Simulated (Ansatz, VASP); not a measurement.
**Two plane-wave programs on Sb**

```
Sb
1.0
     3.16389    0.00000    0.00000
     0.00000    3.16389    0.00000
     0.00000    0.00000    3.16389
Sb
1
Direct
  0.00000 0.00000 0.00000
```

Alike in both runs: task single point; functional revPBE; k mesh 11 × 11 × 11; occupations fermi-dirac, width 0.1 eV; no spin polarisation.

|  | VASP | Ansatz |
| --- | --- | --- |
| version | VASP 6.6.1 | Ansatz 0.2.0 |
| potentials or method | VASP PAW PBE potentials, release 64 (Sb), cutoff 500 eV | plane waves (420 eV) with PAW, scalar-relativistic |
| valence electrons in the cell | 5 | 15 |

|  | VASP | Ansatz | Ansatz less VASP |
| --- | --- | --- | --- |
| pressure (GPa) | -1.4 | -1.4 | +0.08 |

VASP's potentials were made for PBE, not for revPBE. VASP's potentials hold 5 valence electrons a cell and Ansatz's 15, so a difference there can come from the potentials and not from the codes.

Neither program's run includes spin-orbit coupling.
